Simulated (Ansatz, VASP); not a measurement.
## One calculation of SiO2, two programs

The input POSCAR:

```
SiO2
1.0
    3.7197064672      0.0000000000      0.0000000000
    0.0000000000      3.7197064672      0.0000000000
    0.0000000000      0.0000000000      2.4325526924
Si O
2 4
Direct
    0.0000000000      0.0000000000      0.0000000000
    0.5000000000      0.5000000000      0.5000000000
    0.2994609284      0.2994609284      0.0000000000
    0.7005390716      0.7005390716      0.0000000000
    0.7994609284      0.2005390716      0.5000000000
    0.2005390716      0.7994609284      0.5000000000
```

INCAR.step1

```
SYSTEM = SiO2
  PREC = Accurate
  ENCUT = 520
  ISMEAR = -1
  SIGMA = 0.08
  LREAL = .False.
  LASPH = .True.
  NELM = 60
  NBANDS = 25
  GGA = PE
  ALGO = Normal
  EDIFF = 1E-4
  LWAVE = .True.
  LCHARG = .False.
```

Contents of INCAR.step2:

```
SYSTEM = SiO2
  PREC = Accurate
  ENCUT = 520
  EDIFF = 1E-6
  ISMEAR = -1
  SIGMA = 0.08
  LREAL = .False.
  LASPH = .True.
  NELM = 60
  ALGO = Normal
  ISIF = 2
  LWAVE = .False.
  LCHARG = .False.
  METAGGA = R2SCAN
  LMIXTAU = .True.
  NBANDS = 25
  ISTART = 1
```

KPOINTS

```
Automatic mesh
0
Gamma
  8 8 11
  0 0 0
```

Input for Ansatz:

```yaml
crystal:
  lattice:
    - [3.7197064672, 0.0, 0.0]
    - [0.0, 3.7197064672, 0.0]
    - [0.0, 0.0, 2.4325526924]
  atoms:
    - { symbol: Si, position: [0.0, 0.0, 0.0] }
    - { symbol: Si, position: [0.5, 0.5, 0.5] }
    - { symbol: O, position: [0.2994609284, 0.2994609284, 0.0] }
    - { symbol: O, position: [0.7005390716, 0.7005390716, 0.0] }
    - { symbol: O, position: [0.7994609284, 0.2005390716, 0.5] }
    - { symbol: O, position: [0.2005390716, 0.7994609284, 0.5] }
kpoints:
  mp_grid: { grid: [8, 8, 11] }
scf:
  occupations: { method: fermi_dirac, width: 0.08 }
hamiltonian:
  xc: r2scan
  pseudopotentials: { kind: paw, partial_waves: polarizable }
output:
  forces: true
  stress: true
  eigenvalues: true
```

Change from the starting cell: volume scaled by 0.72, PAW files, partial_waves polarizable.

Alike in both runs: task single point; functional r2SCAN; k mesh 8 × 8 × 11; occupations fermi-dirac, width 0.08 eV; no spin polarisation.

|  | VASP | Ansatz |
| --- | --- | --- |
| version | VASP 6.6.1 | Ansatz 0.2.0 |
| potentials or method | VASP PAW PBE potentials, release 64 (Si, O) | PAW with Ansatz's default frozen-core files, scalar-relativistic |
| plane-wave cutoff (eV) | 520 | 500 |
| valence electrons in the cell | 32 | 32 |

VASP gave:

```
gap on the k mesh at the Fermi level (eV)                     : 8.13
pressure (GPa)                                                : 208.7
traceless stress, the component that is largest in VASP (GPa) : 0.98
rms of the force components (eV/Å)                            : 0.014
```

**Question.** Which values does Ansatz return?

**Answer.** gap on the k mesh at the Fermi level (eV): 8.17; pressure (GPa): 206.3; traceless stress, the component that is largest in VASP (GPa): -0.03; rms of the force components (eV/Å): 0.001.

VASP's potentials were made for PBE, not for r2SCAN. Atom by atom the forces differ by 0.015 eV/Å (rms over components). Both programs put the cell under a high pressure, so it lies far from rest at this level.

Noted on VASP's run: the cell as given lies far from equilibrium.
